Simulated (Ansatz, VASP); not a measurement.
# Zn in VASP and in Ansatz

File INCAR:

```
SYSTEM = Zn
PREC     = Accurate       ! precision mode
ENCUT    = 520            ! plane-wave cutoff, eV
EDIFF    = 1E-6           ! SCF threshold, eV
ISMEAR   = 0              ! smearing method
SIGMA    = 0.15           ! smearing width, eV
LREAL    = .FALSE.        ! projectors in reciprocal space
LASPH    = .TRUE.         ! aspherical terms in the spheres
NELM     = 80             ! most SCF steps
ALGO     = Fast           ! electronic algorithm
ISIF     = 2              ! what is computed and relaxed
LWAVE    = .FALSE.        ! write WAVECAR
LCHARG   = .TRUE.         ! write CHGCAR
LELF     = .TRUE.         ! ELF
LVHAR    = .TRUE.       
NBANDS   = 12             ! bands
```

The input KPOINTS:

```
regular mesh
0
G
  20 20 20
  0 0 0
```

File POSCAR:

```
Zn
1.0
   -1.5256636816      1.5056386871      1.5458392400
    1.5256636816     -1.5056386871      1.5458392400
    1.5256636816      1.5056386871     -1.5458392400
Zn
1
Direct
    0.0000000000      0.0000000000      0.0000000000
```

Input for Ansatz:

```yaml
crystal:
  lattice:
    - [-1.5256636816, 1.5056386871, 1.54583924]
    - [1.5256636816, -1.5056386871, 1.54583924]
    - [1.5256636816, 1.5056386871, -1.54583924]
  atoms:
    - { symbol: Zn, position: [0.0, 0.0, 0.0] }
basis:
  ecutwfc: 520.0
kpoints:
  mp_grid: { grid: [20, 20, 20] }
hamiltonian:
  xc: lda
  pseudopotentials: { kind: paw }
scf:
  occupations: { method: gaussian, width: 0.15 }
output:
  forces: true
  stress: true
  eigenvalues: true
```

Change from the starting cell: normal strain along x +0.0133, normal strain along z +0.0267.

Alike in both runs: task single point; functional LDA; k mesh 20 × 20 × 20; occupations gaussian, width 0.15 eV; no spin polarisation.

|  | VASP | Ansatz |
| --- | --- | --- |
| version | VASP 6.6.1 | Ansatz 0.2.0 |
| potentials or method | VASP PAW LDA potentials, release 64 (Zn), cutoff 520 eV | scalar-relativistic, plane waves, PAW |
| valence electrons in the cell | 12 | 12 |

```csv
,VASP,Ansatz,Ansatz less VASP
gap on the k mesh at the Fermi level (eV),none,none,-
pressure (GPa),-2.8,-3.3,-0.56
"traceless stress, the component that is largest in VASP (GPa)",0.69,0.71,+0.016
```

LDA's correlation is that of Perdew and Zunger in VASP and of Perdew and Wang (1992) in Ansatz. A gap of «none» marks a metal or a gap that the smearing closes.
